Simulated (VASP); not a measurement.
# LiCl (P6_3/mmc) in VASP: further runs, part 2 of 2

VASP 6.6.1.

## Step 3: Single point, PBE (uniaxial z strain -2.1%)

Input file INCAR:

```
SYSTEM = LiCl
PREC     = Accurate       ! precision mode
ENCUT    = 520            ! plane-wave cutoff, eV
EDIFF    = 1E-7           ! SCF threshold, eV
ISMEAR   = -1             ! smearing method
SIGMA    = 0.02           ! smearing width, eV
LREAL    = .FALSE.        ! projectors in reciprocal space
LASPH    = .TRUE.         ! aspherical terms in the spheres
NELM     = 80             ! most SCF steps
ALGO     = Normal         ! electronic algorithm
ISIF     = 2              ! what is computed and relaxed
LWAVE    = .FALSE.        ! write WAVECAR
LCHARG   = .FALSE.        ! write CHGCAR
GGA      = PE             ! functional
NBANDS   = 18             ! bands
```

Input file KPOINTS:

```
regular mesh
0
G
  12 12 6
  0 0 0
```

Input file POSCAR:

```
LiCl
1.0
    4.1618736060      0.0000000000      0.0000000000
   -2.0809368030      3.6042882701      0.0000000000
    0.0000000000      0.0000000000      5.1210925909
Li Cl
2 2
Direct
    0.3333333333      0.6666666667      0.2500000000
    0.6666666667      0.3333333333      0.7500000000
    0.6666666667      0.3333333333      0.2500000000
    0.3333333333      0.6666666667      0.7500000000
```

Potentials or basis: VASP PAW PBE potentials, release 64 (Li_sv, Cl).

Run with:

```bash
$ cat potpaw_PBE.64/Li_sv/POTCAR potpaw_PBE.64/Cl/POTCAR > POTCAR
$ mpirun -np 1 vasp_std > vasp.out
```

OUTCAR:

```text
SYSTEM = LiCl
   PREC = Accurate
   ENCUT = 520
   EDIFF = 1E-7
   ISMEAR = -1
   LREAL = .FALSE.
   LASPH = .TRUE.
   NELM = 80
   ISIF = 2
   GGA = PE

 ion  position               nearest neighbor table
   1  0.333  0.667  0.250-   3 2.40   3 2.40   3 2.40   4 2.56   4 2.56
   2  0.667  0.333  0.750-   4 2.40   4 2.40   4 2.40   3 2.56   3 2.56
   3  0.667  0.333  0.250-   1 2.40   1 2.40   1 2.40   2 2.56   2 2.56
   4  0.333  0.667  0.750-   2 2.40   2 2.40   2 2.40   1 2.56   1 2.56

  LATTYP: Found a hexagonal cell.
 ALAT       =     4.1618736060
 C/A-ratio  =     1.2304776828

  Lattice vectors:

 A1 = (   4.1618736060,   0.0000000000,   0.0000000000)
 A2 = (  -2.0809368030,   3.6042882701,   0.0000000000)
 A3 = (   0.0000000000,   0.0000000000,   5.1210925909)

Analysis of symmetry for initial positions (statically):
=====================================================================
 Subroutine PRICEL returns:
 Original cell was already a primitive cell.

 Routine SETGRP: Setting up the symmetry group for a
 hexagonal supercell.

 Subroutine GETGRP returns: Found 24 space group operations
 (whereof 12 operations were pure point group operations)
 out of a pool of 24 trial point group operations.

The static configuration has the point symmetry D_3d.
 The point group associated with its full space group is D_6h.

Analysis of symmetry for dynamics (positions and initial velocities):
=====================================================================
 Subroutine PRICEL returns:
 Original cell was already a primitive cell.

 Routine SETGRP: Setting up the symmetry group for a
 hexagonal supercell.

 Subroutine GETGRP returns: Found 24 space group operations
 (whereof 12 operations were pure point group operations)
 out of a pool of 24 trial point group operations.

The dynamic configuration has the point symmetry D_3d.
 The point group associated with its full space group is D_6h.

 Subroutine INISYM returns: Found 24 space group operations
 (whereof 12 operations are pure point group operations),
 and found     1 'primitive' translations

----------------------------------------------------------------------------------------

                                     Primitive cell

  volume of cell :      76.8194

  direct lattice vectors                    reciprocal lattice vectors
     4.161873606  0.000000000  0.000000000     0.240276398  0.138723643  0.000000000
    -2.080936803  3.604288270  0.000000000     0.000000000  0.277447286  0.000000000
     0.000000000  0.000000000  5.121092591     0.000000000  0.000000000  0.195270830

  length of vectors
     4.161873606  4.161873606  5.121092591     0.277447286  0.277447286  0.195270830

  position of ions in fractional coordinates (direct lattice)
     0.333333333  0.666666667  0.250000000
     0.666666667  0.333333333  0.750000000
     0.666666667  0.333333333  0.250000000
     0.333333333  0.666666667  0.750000000

  ion indices of the primitive-cell ions
   primitive index   ion index
                 1           1
                 2           2
                 3           3
                 4           4

----------------------------------------------------------------------------------------

 KPOINTS: regular mesh

Automatic generation of k-mesh.
 Grid dimensions read from file:
 generate k-points for:   12   12    6

 Generating k-lattice:

  Cartesian coordinates                     Fractional coordinates (reciprocal lattice)
     0.020023033  0.011560304  0.000000000     0.083333333  0.000000000  0.000000000
     0.000000000  0.023120607  0.000000000     0.000000000  0.083333333  0.000000000
     0.000000000  0.000000000  0.032545138     0.000000000  0.000000000  0.166666667

  Length of vectors
     0.023120607  0.023120607  0.032545138

  Shift w.r.t. Gamma in fractional coordinates (k-lattice)
     0.000000000  0.000000000  0.000000000

 Subroutine IBZKPT returns following result:
 ===========================================

 Found     76 irreducible k-points:

 Following reciprocal coordinates:
            Coordinates               Weight
  0.000000  0.000000  0.000000      1.000000
  0.083333  0.000000  0.000000      6.000000
  0.166667  0.000000  0.000000      6.000000
  0.250000  0.000000  0.000000      6.000000
  0.333333  0.000000  0.000000      6.000000
  0.416667  0.000000  0.000000      6.000000
[... 16 lines left out ...]
  0.250000  0.000000  0.166667     12.000000
  0.333333  0.000000  0.166667     12.000000
 [... further k-points ...]
   k-points           NKPTS =     76   k-points in BZ     NKDIM =     76   number of bands    NBANDS=     18
   number of dos      NEDOS =    301   number of ions     NIONS =      4
   total plane-waves  NPLWV =  40960
   dimension x,y,z NGX =    32 NGY =   32 NGZ =   40
   dimension x,y,z NGXF=    64 NGYF=   64 NGZF=   80
   ions per type =               2   2
   NGX,Y,Z   is equivalent  to a cutoff of  12.78, 12.78, 12.99 a.u.
   NGXF,Y,Z  is equivalent  to a cutoff of  25.56, 25.56, 25.97 a.u.
 SYSTEM =  LiCl
   PREC   = accura    normal or accurate (medium, high low for compatibility)
   ISTART =      0    job   : 0-new  1-cont  2-samecut
   ICHARG =      2    charge: 1-file 2-atom 10-const
   ISPIN  =      1    spin polarized calculation?
   LNONCOLLINEAR =      F non collinear calculations
   LSORBIT =      F    spin-orbit coupling
   LASPH  =      T    aspherical Exc in radial PAW
   ENCUT  =  520.0 eV  38.22 Ry    6.18 a.u.   7.74  7.74  9.52*2*pi/ulx,y,z
   NELM   =     80;   NELMIN=  2; NELMDL= -5     # of ELM steps
   EDIFF  = 0.1E-06   stopping-criterion for ELM
   LREAL  =      F    real-space projection
   EDIFFG = 0.1E-05   stopping-criterion for IOM
   NSW    =      0    number of steps for IOM
   IBRION =     -1    ionic relax: 0-MD 1-quasi-New 2-CG
   NFREE  =      0    steps in history (QN), initial steepest desc. (CG)
   ISIF   =      2    stress and relaxation
   ISYM   =      2    0-nonsym 1-usesym 2-fastsym
   POTIM  = 0.5000    time-step for ionic-motion
   TEBEG  =    0.0;   TEEND  =   0.0 temperature during run
   PSTRESS=    0.0 pullay stress
   NELECT =      20.0000    total number of electrons
   NUPDOWN=      -1.0000    fix difference up-down
   EMIN   =  10.00;   EMAX   =-10.00  energy-range for DOS
   EFERMI =   0.00;   METHOD = LEGACY
   ISMEAR =    -1;   SIGMA  =   0.02  broadening in eV -4-tet -1-fermi 0-gaus
   EFERMI_NEDOS =   21; number of points for ismear=-14 and -15
   IALGO  =     38    algorithm
   IMIX   =      4    mixing-type and parameters
     AMIX     =   0.40;   BMIX     =  1.00
     AMIX_MAG =   1.60;   BMIX_MAG =  1.00
  volume/ion in A,a.u.               =      19.20       129.60
  Fermi-wavevector in a.u.,A,eV,Ry     =   1.045349  1.975422 14.867817  1.092754
  Thomas-Fermi vector in A             =   2.180140
   LORBIT       =      0    0 simple, 1 ext, 2 COOP (PROOUT), +10 PAW based schemes
   GGA     = PE    functional components
   LHFCALC =     F    Hartree Fock is set to
   AEXX    =    0.0000 exact exchange contribution
   IVDW    =     0    specifies the selected vdW correction
   LEPSILON=     F    determine dielectric tensor
   LRPA    =     F    only Hartree local field effects (RPA)
 non-spin polarized calculation
  energy-cutoff  :      520.00
  volume of cell :       76.82
 maximum number of plane-waves:      2100
 NGX is ok and might be reduce to    32
   NGX = 15   NGY = 15   NGZ = 19

 number of electron      20.0000011 magnetization

 Free energy of the ion-electron system (eV)
  ---------------------------------------------------
  ext. energy  EPLUGINS =         0.00000000
  ---------------------------------------------------
  free energy    TOTEN  =       -14.77351156 eV

  energy without entropy =      -14.77351156  energy(sigma->0) =      -14.77351156

 E-fermi :   0.2818     XC(G=0):  -7.9836

 val. band max:       -0.2322330808   @ k =   0.0000   0.0000   0.0000
 cond. band min:       5.5265998014   @ k =   0.0000   0.0000   0.0000
 fundamental gap:      5.7588328821
 Fermi energy:         0.2818167784

 k-point     1 :       0.0000    0.0000    0.0000
  band No.  band energies     occupation
      1     -43.6941      2.00000
      2     -43.6896      2.00000
      3     -13.6263      2.00000
      4     -12.8281      2.00000
      5      -3.0984      2.00000
      6      -1.6554      2.00000
[... 10 lines left out ...]
     17      11.5904      0.00000
     18      11.5904      0.00000
[... 466 lines left out ...]
      2     -43.6904      2.00000
      3     -13.3849      2.00000
      4     -12.9866      2.00000
      5      -2.7009      2.00000
      6      -2.0185      2.00000
[... 10 lines left out ...]
     17      11.2544      0.00000
     18      11.7764      0.00000

 [... further k-points ...]
[... 5 lines left out ...]
  --------------------------------------------------------------------------------------
  -------------------------------------------------------------------------------------
  Total        0.4632499      0.4632499      0.7567893      0.0000000      0.0000000      0.0000000
  in kB        9.6617300      9.6617300     15.7839068      0.0000000      0.0000000      0.0000000
  external PRESSURE =      11.7024556 kB  Pullay stress =       0.0000000 kB

 VOLUME and BASIS-vectors are now :
 -----------------------------------------------------------------------------
  energy-cutoff  :      520.00
  volume of cell :       76.82
      direct lattice vectors                 reciprocal lattice vectors
     4.161873606  0.000000000  0.000000000     0.240276398  0.138723643  0.000000000
    -2.080936803  3.604288270  0.000000000     0.000000000  0.277447286  0.000000000
     0.000000000  0.000000000  5.121092591     0.000000000  0.000000000  0.195270830

 POSITION                                       TOTAL-FORCE (eV/Angst)
 -----------------------------------------------------------------------------------
     -0.00000      2.40286      1.28027         0.000000      0.000000      0.000000
      2.08094      1.20143      3.84082        -0.000000     -0.000000      0.000000
      2.08094      1.20143      1.28027        -0.000000      0.000000      0.000000
     -0.00000      2.40286      3.84082        -0.000000     -0.000000      0.000000
 -----------------------------------------------------------------------------------
    total drift:                               -0.000000      0.000000     -0.000000

  FREE ENERGIE OF THE ION-ELECTRON SYSTEM (eV)
  ---------------------------------------------------
  free  energy   TOTEN  =       -14.7735115559 eV

  energy  without entropy=      -14.7735115559  energy(sigma->0) =      -14.77351156
```

It took 60 s on 1 thread of Intel Xeon Platinum 8488C (Sapphire Rapids), shared host; peak memory 0.22 GiB.

What came out:

| Quantity | Value |
| --- | --- |
| Free energy | -14.7735 eV |
| Band gap on the k mesh | 5.76 eV, direct |

Levels at points of the mesh, in eV from the valence-band top:
| k point | band 8 | band 9 | band 10 | band 11 | band 12 | band 13 |
| --- | --- | --- | --- | --- | --- | --- |
| (0.00, 0.00, 0.00) | -0.56 | -0.56 | 0.00 | 5.76 | 8.08 | 8.79 |
| (0.50, 0.00, 0.00) | -1.36 | -1.03 | -0.59 | 7.30 | 8.63 | 9.05 |
| (0.00, 0.00, 0.50) | -1.00 | -1.00 | -1.00 | 7.74 | 7.74 | 8.78 |
| (0.50, 0.00, 0.50) | -1.33 | -0.45 | -0.45 | 7.30 | 7.30 | 9.37 |

Caveat: the cell differs from its parent crystal (uniaxial z strain -2.1%); the cutoff is under 1.25 times the usual one of these potentials, so pressure, stress and relaxed cells hold a basis-set (Pulay) error. A k mesh can miss the band edges.
